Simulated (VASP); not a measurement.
Write the native input for VASP 6.6.1 that does the following.

```
Task                   : relaxation of cell and atoms
Functional             : PBEsol
Potentials or basis    : VASP PAW PBE potentials, release 64 (C)
Cutoff                 : 600 eV
k mesh                 : 18 × 18 × 18
Occupations            : gaussian, width 0.01 eV
Spin                   : no spin polarisation
Dipole correction      : no
Further INCAR settings : ALGO = Normal; EDIFF = 1e-07; IBRION = 2; EDIFFG = -0.01; NSW = 100; ISIF = 3
```

The structure of C lies in POSCAR:

```
C
1.0
    0.0000000000      2.1305316416      3.6544366016
    1.2292845210      0.0000000000      3.6544366016
    1.2292845210      2.1305316416      0.0000000000
C
2
Direct
    0.1667713094      0.8332286906      0.1667713094
    0.8332286906      0.1667713094      0.8332286906
```

One way to write it, as run:

INCAR

```
ALGO     = Normal         # electronic algorithm
EDIFF    = 1E-7           # SCF threshold, eV
EDIFFG   = -0.01          # ionic threshold
ENCUT    = 600            # plane-wave cutoff, eV
GGA      = PS             # functional
IBRION   = 2              # ionic algorithm
ISIF     = 3              # what is computed and relaxed
ISMEAR   = 0              # smearing method
LASPH    = T              # aspherical terms in the spheres
LCHARG   = F              # write CHGCAR
LREAL    = F              # projectors in reciprocal space
LWAVE    = F              # write WAVECAR
NELM     = 100            # most SCF steps
NSW      = 100            # ionic steps
PREC     = Accurate       # precision mode
SIGMA    = 0.01           # smearing width, eV
```

KPOINTS

```
k-points
0
Gamma
  18 18 18
```

Potentials or basis: VASP PAW PBE potentials, release 64 (C).

Launch:

```sh
$ cat potpaw_PBE.64/C/POTCAR > POTCAR
$ mpirun -np 1 vasp_std > vasp.out
```

It gave:

The relaxed volume is 9.35 Å³/atom, the relaxed cell is a = 4.157 Å, b = 3.776 Å, c = 2.460 Å, α = 80.63°, β = 63.66°, γ = 35.72° and the space group after relaxing (to 0.05 Å) is Fmmm (No. 69). The energy gained by relaxing is 0.2 meV/atom. The ionic steps are 21, the pressure after relaxing is 0.0 GPa and the band gap on the k mesh is 0.05 eV, indirect (least direct gap 0.11 eV).

Caveat: the PAW data sets were made with another functional, which shifts forces and pressure a little.

Wall time 14 min on 1 thread of Intel(R) Xeon(R) Platinum 8488C (Sapphire Rapids), with other jobs on the host, peak memory 0.26 GiB.
